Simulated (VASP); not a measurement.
A run of VASP 6.6.1 is set up as follows.

INCAR

```
ALGO = Normal
EDIFF = 1E-6
EDIFFG = -0.005
ENCUT = 600
GGA = PE
IBRION = 2
ISIF = 3
ISMEAR = 0
LASPH = True
LCHARG = False
LREAL = False
LWAVE = False
NELM = 100
NSW = 100
PREC = Accurate
SIGMA = 0.1
```

File KPOINTS:

```
k-points
0
Gamma
  21 21 6
```

Contents of POSCAR:

```
C
1.0
    1.2332770928     -2.1360444485      0.0000000000
    1.2332770928      2.1360444485      0.0000000000
    0.0000000000      0.0000000000      8.7070207245
C
4
Direct
    0.0833329406      0.9166670594      0.7503043452
    0.5833329406      0.4166670594      0.2496956548
    0.9166670594      0.0833329406      0.2496956548
    0.4166670594      0.5833329406      0.7503043452
```

Potentials or basis: VASP PAW PBE potentials, release 64 (C).

Command:

```bash
$ cat potpaw_PBE.64/C/POTCAR > POTCAR
$ mpirun -np 1 vasp_std > vasp.out
```

**Question.** Predict the relaxed volume.

**Answer.** 10.48 Å³/atom.

**Question.** Estimate the space group after relaxing (to 0.05 Å).

**Answer.** Fmmm (No. 69).

**Question.** Predict the relaxed cell.

**Answer.** a = 2.466 Å, b = 2.466 Å, c = 7.960 Å, α = 90.00°, β = 90.00°, γ = 120.00°.

Forces on the atoms (eV/Å):
```
C    0.000 -0.004  0.000
C    0.000 -0.004  0.000
C    0.000  0.004  0.000
C    0.000  0.004  0.000
```

Caveat: this functional lacks dispersion, which binds the layers, so the pressure and a relaxed spacing across them are unreliable.
